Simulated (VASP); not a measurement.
# MoS2: relaxation of cell and atoms with r2SCAN+D3(BJ)

Crystal: MoS2.

```
Mo S
1.0
     3.07355    0.00000    0.00000
    -1.53677    2.66177    0.00000
     0.00000    0.00000   11.27163
Mo S
2 4
Direct
  0.33333 0.66667 0.25000
  0.66667 0.33333 0.75000
  0.33333 0.66667 0.61169
  0.66667 0.33333 0.11169
  0.33333 0.66667 0.88831
  0.66667 0.33333 0.38831
```

```
Program                : VASP 6.6.1
Task                   : relaxation of cell and atoms
Functional             : r2SCAN
Dispersion             : D3(BJ)
Potentials or basis    : VASP PAW PBE potentials, release 64 (Mo_sv, S)
Cutoff                 : 600 eV
k mesh                 : 9 × 9 × 2
Occupations            : gaussian, width 0.1 eV
Spin                   : no spin polarisation
Target pressure        : 13.7 GPa
Dipole correction      : no
Further INCAR settings : ALGO = Normal; EDIFF = 1e-07; IBRION = 2; EDIFFG = -0.05; NSW = 80; ISIF = 3
```

The pressure after relaxing is 13.8 GPa and the largest force after relaxing is 0.003 eV/Å. The band gap on the k mesh is 0.53 eV (least direct gap 1.96 eV) and the dispersion energy per atom is -0.235 eV.

Forces in eV/Å, atoms in the order of the input:
```
Mo   0.000  0.000  0.000
Mo   0.000  0.000  0.000
S    0.000  0.000 -0.003
S    0.000  0.000 -0.003
S    0.000  0.000  0.003
S    0.000  0.000  0.003
```

Stress tensor (GPa, compression positive):
```
13.83  0.00  0.00
 0.00 13.83  0.00
 0.00  0.00 13.73
```

Final structure:
```
CELL_PARAMETERS angstrom
3.07355 0.00000 0.00000
-1.53677 2.66177 0.00000
0.00000 0.00000 11.27163
ATOMIC_POSITIONS crystal
Mo 0.33333 0.66667 0.25000
Mo 0.66667 0.33333 0.75000
S 0.33333 0.66667 0.61169
S 0.66667 0.33333 0.11169
S 0.33333 0.66667 0.88831
S 0.66667 0.33333 0.38831
```

Levels at points of the mesh, in eV from the valence-band top:
```tsv
k point	band 24	band 25	band 26	band 27	band 28	band 29
(0.00, 0.00, 0.00)	-1.92	-0.86	0.00	2.02	2.02	2.03
(0.00, 0.00, 0.50)	-2.64	-0.25	-0.25	2.00	2.00	2.00
```

It took 7.1 min on 1 thread of Intel Xeon 8259CL, with other jobs on the host, peak memory 0.32 GiB.

Caveat: the relaxation stopped at its first step, so nothing moved; the cell is relaxed towards a set pressure, so the run minimises the enthalpy, not the energy; the PAW data sets were made with another functional, which shifts forces and pressure a little. A k mesh can miss the band edges.
